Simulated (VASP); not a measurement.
A run of VASP 6.6.1 is set up as follows.

File INCAR:

```
ALGO = Normal
EDIFF = 1E-6
ENCUT = 500
GGA = PE
GGA_COMPAT = False
ISIF = 2
ISMEAR = 0
LASPH = True
LCHARG = True
LELF = True
LREAL = False
LVHAR = True
LWAVE = False
NBANDS = 15
NELM = 120
PREC = Accurate
SIGMA = 0.01
```

KPOINTS

```
k-points
0
Gamma
  3 3 3
```

Contents of POSCAR:

```
CaSe
1.0
    0.0000000000      3.3000000000      3.3000000000
    3.3000000000      0.0000000000      3.3000000000
    3.3000000000      3.3000000000      0.0000000000
Ca Se
1 1
Direct
    0.0019673216     -0.0081414845     -0.0039693896
    0.7519714310      0.7418606853      0.7460198274
```

Potentials or basis: VASP PAW PBE potentials, release 64 (Ca_sv, Se).

The run is started by

```sh
$ cat potpaw_PBE.64/Ca_sv/POTCAR potpaw_PBE.64/Se/POTCAR > POTCAR
$ mpirun -np 1 vasp_std > vasp.out
```

(1) Estimate the pressure.

(2) What does it give for the band gap on the k mesh?

## Answers

(1) -0.1 GPa.

(2) 3.15 eV (least direct gap 3.23 eV).

Caveat: the k points lie up to 0.55 Å⁻¹ apart; an odd mesh through Γ misses points on the zone boundary, where band edges can lie.
